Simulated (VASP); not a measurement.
ZnSe:

```xyz
2
Lattice="0.0000 2.6902 2.9936 2.6902 0.0000 2.9936 2.6902 2.6902 0.0000" Properties=species:S:1:pos:R:3 pbc="T T T"
Zn    0.0000    0.0000    0.0000
Se    1.3451    1.3451    1.4968
```

This cell differs from its parent crystal: epitaxial xy strain -5.0%.

Program: VASP 6.6.1. Alike in all runs: task single point; potentials or basis VASP PAW PBE potentials, release 64 (Zn, Se); no spin polarisation; cell as given; smearing gaussian 0.01 eV.

Q: Order these runs on this cell by their band gap on the k mesh, lowest first.
A. level r2SCAN; k mesh 8 × 8 × 8; cutoff (eV) 520
B. level HSE06; k mesh 6 × 6 × 6; cutoff (eV) 400; grid for exact exchange (PRECFOCK) Normal; share of exact exchange 0.25; screening parameter 0.2079 1/Å
C. level PBE; k mesh 4 × 4 × 4; cutoff (eV) 520

A: C (1.26 eV), A (1.86 eV), B (2.40 eV).

Caveats: some runs use coarse meshes.
